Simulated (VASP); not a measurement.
# NaCl (Fm-3m) in VASP: notebook, part 2 of 3

VASP 6.6.1.

## Step 3: Single point, r2SCAN

This run uses another cell than the first one, of 22.04 Å³/atom, 1.042 times its volume.

The input, POSCAR:

```
NaCl
1.0
    0.0000000000      2.8036770445      2.8036770445
    2.8036770445      0.0000000000      2.8036770445
    2.8036770445      2.8036770445      0.0000000000
Na Cl
1 1
Direct
    0.0000000000      0.0000000000      0.0000000000
    0.5000000000      0.5000000000      0.5000000000
```

The input, INCAR.step1:

```
PREC = Accurate
ENCUT = 520
ISMEAR = 0
SIGMA = 0.05
LREAL = F
LASPH = T
NELM = 100
NBANDS = 14
GGA = PE
ALGO = Normal
EDIFF = 1E-4
LWAVE = T
LCHARG = F
```

The input, INCAR.step2:

```
PREC = Accurate
ENCUT = 520
EDIFF = 1E-7
ISMEAR = 0
SIGMA = 0.05
LREAL = F
LASPH = T
NELM = 100
ALGO = Normal
ISIF = 2
LWAVE = F
LCHARG = F
METAGGA = R2SCAN
LMIXTAU = T
NBANDS = 14
ISTART = 1
```

The input, KPOINTS:

```
regular mesh
0
Gamma
  6 6 6
```

Potentials or basis: VASP PAW PBE potentials, release 64 (Na_pv, Cl).

Run with:

```sh
$ cat potpaw_PBE.64/Na_pv/POTCAR potpaw_PBE.64/Cl/POTCAR > POTCAR
$ cp INCAR.step1 INCAR
$ mpirun -np 1 vasp_std > vasp.out
$ cp INCAR.step2 INCAR
$ mpirun -np 1 vasp_std > vasp.out
```

OUTCAR:

```text
PREC = Accurate
   ENCUT = 520
   EDIFF = 1E-7
   ISMEAR = 0
   LREAL = F
   LASPH = T
   NELM = 100
   ISIF = 2
   METAGGA = R2SCAN
   ISTART = 1

 ion  position               nearest neighbor table
   1  0.000  0.000  0.000-
   2  0.500  0.500  0.500-

  LATTYP: Found a face centered cubic cell.
 ALAT       =     5.6073540890

  Lattice vectors:

 A1 = (   0.0000000000,   2.8036770445,   2.8036770445)
 A2 = (   2.8036770445,   0.0000000000,   2.8036770445)
 A3 = (   2.8036770445,   2.8036770445,   0.0000000000)

Analysis of symmetry for initial positions (statically):
=====================================================================
 Subroutine PRICEL returns:
 Original cell was already a primitive cell.

 Routine SETGRP: Setting up the symmetry group for a
 face centered cubic supercell.

 Subroutine GETGRP returns: Found 48 space group operations
 (whereof 48 operations were pure point group operations)
 out of a pool of 48 trial point group operations.

The static configuration has the point symmetry O_h .

Analysis of symmetry for dynamics (positions and initial velocities):
=====================================================================
 Subroutine PRICEL returns:
 Original cell was already a primitive cell.

 Routine SETGRP: Setting up the symmetry group for a
 face centered cubic supercell.

 Subroutine GETGRP returns: Found 48 space group operations
 (whereof 48 operations were pure point group operations)
 out of a pool of 48 trial point group operations.

The dynamic configuration has the point symmetry O_h .

 Subroutine INISYM returns: Found 48 space group operations
 (whereof 48 operations are pure point group operations),
 and found     1 'primitive' translations

----------------------------------------------------------------------------------------

                                     Primitive cell

  volume of cell :      44.0772

  direct lattice vectors                    reciprocal lattice vectors
     0.000000000  2.803677045  2.803677045    -0.178337231  0.178337231  0.178337231
     2.803677045  0.000000000  2.803677045     0.178337231 -0.178337231  0.178337231
     2.803677045  2.803677045  0.000000000     0.178337231  0.178337231 -0.178337231

  length of vectors
     3.964998101  3.964998101  3.964998101     0.308889145  0.308889145  0.308889145

  position of ions in fractional coordinates (direct lattice)
     0.000000000  0.000000000  0.000000000
     0.500000000  0.500000000  0.500000000

  ion indices of the primitive-cell ions
   primitive index   ion index
                 1           1
                 2           2

----------------------------------------------------------------------------------------

 KPOINTS: regular mesh

Automatic generation of k-mesh.
 Grid dimensions read from file:
 generate k-points for:    6    6    6

 Generating k-lattice:

  Cartesian coordinates                     Fractional coordinates (reciprocal lattice)
    -0.029722872  0.029722872  0.029722872     0.166666667  0.000000000  0.000000000
     0.029722872 -0.029722872  0.029722872     0.000000000  0.166666667  0.000000000
     0.029722872  0.029722872 -0.029722872     0.000000000  0.000000000  0.166666667

  Length of vectors
     0.051481524  0.051481524  0.051481524

  Shift w.r.t. Gamma in fractional coordinates (k-lattice)
     0.000000000  0.000000000  0.000000000

 Subroutine IBZKPT returns following result:
 ===========================================

 Found     16 irreducible k-points:

 Following reciprocal coordinates:
            Coordinates               Weight
  0.000000  0.000000  0.000000      1.000000
  0.166667  0.000000  0.000000      8.000000
  0.333333  0.000000  0.000000      8.000000
  0.500000  0.000000  0.000000      4.000000
  0.166667  0.166667  0.000000      6.000000
  0.333333  0.166667  0.000000     24.000000
[... 8 lines left out ...]
 -0.333333  0.333333  0.166667     24.000000
 -0.333333  0.500000  0.166667     12.000000
   k-points           NKPTS =     16   k-points in BZ     NKDIM =     16   number of bands    NBANDS=     14
   number of dos      NEDOS =    301   number of ions     NIONS =      2
   total plane-waves  NPLWV =  27000
   dimension x,y,z NGX =    30 NGY =   30 NGZ =   30
   dimension x,y,z NGXF=    60 NGYF=   60 NGZF=   60
   ions per type =               1   1
   NGX,Y,Z   is equivalent  to a cutoff of  12.58, 12.58, 12.58 a.u.
   NGXF,Y,Z  is equivalent  to a cutoff of  25.16, 25.16, 25.16 a.u.
 SYSTEM =  unknown system
   PREC   = accura    normal or accurate (medium, high low for compatibility)
   ISTART =      1    job   : 0-new  1-cont  2-samecut
   ICHARG =      0    charge: 1-file 2-atom 10-const
   ISPIN  =      1    spin polarized calculation?
   LNONCOLLINEAR =      F non collinear calculations
   LSORBIT =      F    spin-orbit coupling
   LASPH  =      T    aspherical Exc in radial PAW
   ENCUT  =  520.0 eV  38.22 Ry    6.18 a.u.   7.37  7.37  7.37*2*pi/ulx,y,z
   NELM   =    100;   NELMIN=  2; NELMDL=  0     # of ELM steps
   EDIFF  = 0.1E-06   stopping-criterion for ELM
   LREAL  =      F    real-space projection
   EDIFFG = 0.1E-05   stopping-criterion for IOM
   NSW    =      0    number of steps for IOM
   IBRION =     -1    ionic relax: 0-MD 1-quasi-New 2-CG
   NFREE  =      0    steps in history (QN), initial steepest desc. (CG)
   ISIF   =      2    stress and relaxation
   ISYM   =      2    0-nonsym 1-usesym 2-fastsym
   POTIM  = 0.5000    time-step for ionic-motion
   TEBEG  =    0.0;   TEEND  =   0.0 temperature during run
   PSTRESS=    0.0 pullay stress
   NELECT =      14.0000    total number of electrons
   NUPDOWN=      -1.0000    fix difference up-down
   EMIN   =  10.00;   EMAX   =-10.00  energy-range for DOS
   EFERMI =   0.00;   METHOD = LEGACY
   ISMEAR =     0;   SIGMA  =   0.05  broadening in eV -4-tet -1-fermi 0-gaus
   EFERMI_NEDOS =   21; number of points for ismear=-14 and -15
   IALGO  =     38    algorithm
   IMIX   =      4    mixing-type and parameters
     AMIX     =   0.40;   BMIX     =  1.00
     AMIX_MAG =   1.60;   BMIX_MAG =  1.00
  volume/ion in A,a.u.               =      22.04       148.72
  Fermi-wavevector in a.u.,A,eV,Ry     =   1.116982  2.110790 16.975294  1.247649
  Thomas-Fermi vector in A             =   2.253601
   LORBIT       =      0    0 simple, 1 ext, 2 COOP (PROOUT), +10 PAW based schemes
   METAGGA = R2SCAN    functional components
   LHFCALC =     F    Hartree Fock is set to
   AEXX    =    0.0000 exact exchange contribution
   IVDW    =     0    specifies the selected vdW correction
   LEPSILON=     F    determine dielectric tensor
   LRPA    =     F    only Hartree local field effects (RPA)
 non-spin polarized calculation
 Gauss-broadening in eV      SIGMA  =   0.05
  energy-cutoff  :      520.00
  volume of cell :       44.08
 maximum number of plane-waves:      1243
 NGX is ok and might be reduce to    30
   NGX = 15   NGY = 15   NGZ = 15

 number of electron      14.0000003 magnetization

 Free energy of the ion-electron system (eV)
  ---------------------------------------------------
  ext. energy  EPLUGINS =         0.00000000
  ---------------------------------------------------
  free energy    TOTEN  =       -13.79003264 eV

  energy without entropy =      -13.79003264  energy(sigma->0) =      -13.79003264

 E-fermi :  -0.8308     XC(G=0):  -8.7260

 val. band max:       -1.0633391553   @ k =   0.0000   0.0000   0.0000
 cond. band min:       4.9305437948   @ k =   0.0000   0.0000   0.0000
 fundamental gap:      5.9938829501
 Fermi energy:        -0.8307557948

 k-point     1 :       0.0000    0.0000    0.0000
  band No.  band energies     occupation
      1     -22.5505      2.00000
      2     -22.5501      2.00000
      3     -22.5501      2.00000
      4     -14.3258      2.00000
      5      -1.0633      2.00000
      6      -1.0633      2.00000
      7      -1.0633      2.00000
      8       4.9305      0.00000
      9      10.7134      0.00000
     10      10.7135      0.00000
     11      10.7135      0.00000
     12      12.9847      0.00000
     13      12.9847      0.00000
     14      14.6158      0.00000
[... 241 lines left out ...]
      1     -22.5675      2.00000
      2     -22.5615      2.00000
      3     -22.5603      2.00000
      4     -13.9027      2.00000
      5      -2.5578      2.00000
      6      -2.0132      2.00000
      7      -1.8025      2.00000
      8       8.3115      0.00000
      9       8.4428      0.00000
     10      10.2944      0.00000
     11      12.0386      0.00000
     12      15.3809      0.00000
     13      16.1550      0.00000
     14      16.3520      0.00000

------------------------ aborting loop because EDIFF is reached ----------------------------------------

  FORCE on cell =-STRESS in cart. coord.  units (eV):
  Direction    XX          YY          ZZ          XY          YZ          ZX
  --------------------------------------------------------------------------------------
  -------------------------------------------------------------------------------------
  Total       -0.0518058     -0.0518058     -0.0518058     -0.0000000      0.0000000      0.0000000
  in kB       -1.8831068     -1.8831068     -1.8831068     -0.0000000      0.0000000      0.0000000
  external PRESSURE =      -1.8831068 kB  Pullay stress =       0.0000000 kB

 VOLUME and BASIS-vectors are now :
 -----------------------------------------------------------------------------
  energy-cutoff  :      520.00
  volume of cell :       44.08
      direct lattice vectors                 reciprocal lattice vectors
     0.000000000  2.803677045  2.803677045    -0.178337231  0.178337231  0.178337231
     2.803677045  0.000000000  2.803677045     0.178337231 -0.178337231  0.178337231
     2.803677045  2.803677045  0.000000000     0.178337231  0.178337231 -0.178337231

 POSITION                                       TOTAL-FORCE (eV/Angst)
 -----------------------------------------------------------------------------------
      0.00000      0.00000      0.00000        -0.000000     -0.000000     -0.000000
      2.80368      2.80368      2.80368         0.000000      0.000000      0.000000
 -----------------------------------------------------------------------------------
    total drift:                               -0.000000      0.000000      0.000000

  FREE ENERGIE OF THE ION-ELECTRON SYSTEM (eV)
  ---------------------------------------------------
  free  energy   TOTEN  =       -13.7900326428 eV

  energy  without entropy=      -13.7900326428  energy(sigma->0) =      -13.79003264
```

OUTCAR.step1:

```text
PREC = Accurate
   ENCUT = 520
   ISMEAR = 0
   LREAL = F
   LASPH = T
[... 482 lines left out ...]
 -----------------------------------------------------------------------------------
      0.00000      0.00000      0.00000        -0.000000     -0.000000      0.000000
      2.80368      2.80368      2.80368         0.000000      0.000000     -0.000000
 -----------------------------------------------------------------------------------
    total drift:                               -0.000000      0.000000      0.000000

  FREE ENERGIE OF THE ION-ELECTRON SYSTEM (eV)
  ---------------------------------------------------
  free  energy   TOTEN  =        -6.7697739487 eV

  energy  without entropy=       -6.7697739487  energy(sigma->0) =       -6.76977395
```

Wall time 24 s (1 thread of Intel Xeon 6975P-C (Granite Rapids), shared host); peak memory 0.16 GiB.

Results:

| Quantity | Value |
| --- | --- |
| Free energy | -13.7900 eV |
| Pressure | -0.2 GPa |
| Band gap on the k mesh | 5.99 eV, direct |

Caveat: the PAW data sets were made with another functional, which shifts forces and pressure a little.

## Step 4: Single point, r2SCAN

This run uses another cell than the first one, of 23.10 Å³/atom, 1.092 times its volume.

The input, POSCAR:

```
NaCl
1.0
    0.0000000000      2.8479327392      2.8479327392
    2.8479327392      0.0000000000      2.8479327392
    2.8479327392      2.8479327392      0.0000000000
Na Cl
1 1
Direct
    0.0000000000      0.0000000000      0.0000000000
    0.5000000000      0.5000000000      0.5000000000
```

The input, INCAR.step1:

```
ALGO = Normal ; EDIFF = 1E-4
ENCUT = 520 ; GGA = PE
ISMEAR = 0 ; LASPH = T
LCHARG = F ; LREAL = F
LWAVE = T ; NBANDS = 14
NELM = 60 ; PREC = Accurate
SIGMA = 0.05
```

The input, INCAR.step2:

```
ALGO = Normal ; EDIFF = 1E-6
ENCUT = 520 ; ISIF = 2
ISMEAR = 0 ; ISTART = 1
LASPH = T ; LCHARG = F
LMIXTAU = T ; LREAL = F
LWAVE = F ; METAGGA = R2SCAN
NBANDS = 14 ; NELM = 60
PREC = Accurate ; SIGMA = 0.05
```

The input, KPOINTS:

```
k-points
0
Gamma
  6 6 6
```

Run with:

```sh
$ cat potpaw_PBE.64/Na_pv/POTCAR potpaw_PBE.64/Cl/POTCAR > POTCAR
$ cp INCAR.step1 INCAR
$ mpirun -np 1 vasp_std > vasp.out
$ cp INCAR.step2 INCAR
$ mpirun -np 1 vasp_std > vasp.out
```

Wall time 21 s (1 thread of Intel Xeon 6975P-C (Granite Rapids), shared host); peak memory 0.16 GiB.

Results (log left out):

* Free energy: -13.7794 eV
* Pressure: -1.4 GPa
* Band gap on the k mesh: 5.80 eV, direct

Levels at points of the mesh, in eV from the valence-band top:
```csv
k point,band 3,band 4,band 5,band 6,band 7,band 8,band 9,band 10,band 11,band 12
"(0.00, 0.00, 0.00)",-21.58,-13.16,0.00,0.00,0.00,5.80,11.73,11.73,11.73,13.94
"(0.50, 0.00, 0.00)",-21.58,-12.84,-1.83,-0.26,-0.26,7.89,11.37,11.70,11.70,15.77
"(0.50, 0.50, 0.00)",-21.58,-12.80,-1.60,-0.58,-0.58,8.36,8.63,11.99,15.64,15.64
```

Caveat: the PAW data sets were made with another functional, which shifts forces and pressure a little. r2SCAN opens gaps a little over a GGA but as a rule still falls short of measured ones.

(Part 2 of 3 ends here.)
